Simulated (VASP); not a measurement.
Write the native input for VASP 6.6.1 that does the following.

* Task: single point
* Functional: PBE
* Potentials or basis: VASP PAW PBE potentials, release 64 (B)
* Cutoff: 520 eV
* k mesh: 12 × 6 × 4
* Occupations: gaussian, width 0.2 eV
* Spin: no spin polarisation
* Dipole correction: no
* Further INCAR settings: ALGO = Normal; EDIFF = 1e-07; NBANDS = 22

The structure of B lies in POSCAR:

```
B
1.0
   -0.0001139537     -0.0002103509     -1.9032912614
   -0.0032311163     -4.0115219513      0.0006087818
   -8.0203571700     -0.0065548555      0.0006235380
B
8
Direct
   -0.0001086119      0.7862785229      0.7497849519
    0.0003152571      0.7863005816      0.2498234378
   -0.0003668760      0.2138407325      0.7501927818
    0.0000445978      0.2136921176      0.2501801961
    0.4999808313      0.5002375055      0.6070239715
    0.5001197238      0.5001677567      0.1070442338
    0.4998326996      0.4997805268      0.8929629403
    0.5001823783      0.4997022563      0.3929874867
```

These files were run (other wordings do the same):

INCAR

```
PREC = Accurate ; ENCUT = 520
EDIFF = 1E-7 ; ISMEAR = 0
SIGMA = 0.2 ; LREAL = F
LASPH = T ; NELM = 60
ALGO = Normal ; ISIF = 2
LWAVE = F ; LCHARG = T
GGA = PE ; LELF = T
LVHAR = T ; NBANDS = 22
```

KPOINTS

```
regular mesh
0
Gamma
  12 6 4
```

Potentials or basis: VASP PAW PBE potentials, release 64 (B).

Command:

```console
$ cat potpaw_PBE.64/B/POTCAR > POTCAR
$ mpirun -np 1 vasp_std > vasp.out
```

Results of the run:

```json
{"Pressure": "0.0 GPa", "Largest force": "0.014 eV/Å", "Band gap on the k mesh": "zero (bands 12 and 13 overlap by 0.45 eV)"}
```

Run time: 2.6 min on 1 thread of Intel(R) Xeon(R) 6975P-C (Granite Rapids) (shared host), peak memory 0.25 GiB.
